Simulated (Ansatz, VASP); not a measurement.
## BaTiO3 in VASP and in Ansatz

```
Ba Ti O
1.0
     4.02629    0.00000    0.00000
     0.00000    4.02629    0.00000
     0.00000    0.00000    4.04461
Ba Ti O
1 1 3
Cartesian
  0.0000 0.0000 0.0000
  2.0131 2.0131 1.9495
  2.0131 2.0131 0.0647
  2.0131 0.0000 2.0830
  0.0000 2.0131 2.0830
```

Change from the starting cell: volume scaled by 1.02.

Alike in both runs: task single point; functional PBE; k mesh 7 × 7 × 7; occupations fermi-dirac, width 0.08 eV; no spin polarisation.

|  | VASP | Ansatz |
| --- | --- | --- |
| version | VASP 6.6.1 | Ansatz 0.2.0 |
| potentials or method | VASP PAW PBE potentials, release 64 (Ba_sv, Ti_sv, O), cutoff 520 eV | all-electron LAPW, scalar-relativistic |

|  | VASP | Ansatz | Ansatz less VASP |
| --- | --- | --- | --- |
| pressure (GPa) | 1.0 | -0.6 | -1.65 |
| traceless stress, the component that is largest in VASP (GPa) | 0.96 | 0.89 | -0.067 |
| rms of the force components (eV/Å) | 0.132 | 0.143 | +0.0111 |

Atom by atom the forces differ by 0.018 eV/Å (rms over components). Ansatz ran all-electron here, and VASP with PAW potentials.

Neither program's run includes spin-orbit coupling.
